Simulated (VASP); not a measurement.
Input of a VASP 6.6.1 run:

File POSCAR:

```
RbBr
1.0
    0.0000000000      3.3806835115      3.3806835115
    3.3806835115      0.0000000000      3.3806835115
    3.3806835115      3.3806835115      0.0000000000
Rb Br
1 1
Direct
    0.0000000000      0.0000000000      0.0000000000
    0.5000000000      0.5000000000      0.5000000000
```

The input INCAR.step1:

```
  ALGO = Normal
  EDIFF = 1E-5
  ENCUT = 520
  GGA = PE
  ISIF = 2
  ISMEAR = -1
  LASPH = T
  LCHARG = F
  LREAL = F
  LWAVE = T
  NBANDS = 15
  NELM = 100
  PREC = Accurate
  SIGMA = 0.05
```

File INCAR.step2:

```
  ALGO = Normal
  EDIFF = 1E-6
  ENCUT = 520
  GGA = PE
  HFSCREEN = 0.2079
  ISIF = 2
  ISMEAR = -1
  ISTART = 1
  LASPH = T
  LCHARG = F
  LHFCALC = T
  LREAL = F
  LWAVE = F
  NBANDS = 15
  NELM = 100
  PREC = Accurate
  PRECFOCK = Normal
  SIGMA = 0.05
```

The input KPOINTS:

```
k-points
0
Gamma
  4 4 4
```

Potentials or basis: VASP PAW PBE potentials, release 64 (Rb_sv, Br).

Command:

```console
$ cat potpaw_PBE.64/Rb_sv/POTCAR potpaw_PBE.64/Br/POTCAR > POTCAR
$ cp INCAR.step1 INCAR
$ mpirun -np 1 vasp_std > vasp.out
$ cp INCAR.step2 INCAR
$ mpirun -np 1 vasp_std > vasp.out
```

Q: Estimate the pressure.

A: 1.5 GPa.

Q: What does it give for the band gap on the k mesh?

A: 5.64 eV.

Caveat: the PAW data sets were made with another functional, which shifts forces and pressure a little.
